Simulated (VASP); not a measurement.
A run of VASP 6.6.1:

File POSCAR:

```
Pb
1.0
    0.0000000000      2.4946408835      2.4946408835
    2.4946408835      0.0000000000      2.4946408835
    2.4946408835      2.4946408835      0.0000000000
Pb
1
Direct
    0.0000000000      0.0000000000      0.0000000000
```

The input INCAR.step1:

```
SYSTEM = Pb
ALGO = Normal ; EDIFF = 1E-4
ENCUT = 520 ; GGA = PE
ISMEAR = -1 ; LASPH = .TRUE.
LCHARG = .FALSE. ; LREAL = .FALSE.
LWAVE = .TRUE. ; NBANDS = 13
NELM = 80 ; PREC = Accurate
SIGMA = 0.1
```

INCAR.step2

```
SYSTEM = Pb
ALGO = Normal ; EDIFF = 1E-7
ENCUT = 520 ; ISIF = 2
ISMEAR = -1 ; ISTART = 1
LASPH = .TRUE. ; LCHARG = .FALSE.
LMIXTAU = .TRUE. ; LREAL = .FALSE.
LWAVE = .FALSE. ; METAGGA = R2SCAN
NBANDS = 13 ; NELM = 80
PREC = Accurate ; SIGMA = 0.1
```

File KPOINTS:

```
k-points
0
G
  4 4 4
  0 0 0
```

Potentials or basis: VASP PAW PBE potentials, release 64 (Pb_d).

The run is started by

```sh
$ cat potpaw_PBE.64/Pb_d/POTCAR > POTCAR
$ cp INCAR.step1 INCAR
$ mpirun -np 1 vasp_std > vasp.out
$ cp INCAR.step2 INCAR
$ mpirun -np 1 vasp_std > vasp.out
```

Hardware: 1 thread of Intel(R) Xeon(R) Platinum 8488C (Sapphire Rapids), with other jobs on the host.

Q: How long does it take, and how much memory?

A: Wall time 15 s on 1 thread of Intel(R) Xeon(R) Platinum 8488C (Sapphire Rapids), on a shared host, peak memory 0.16 GiB. Counts: k points 8.
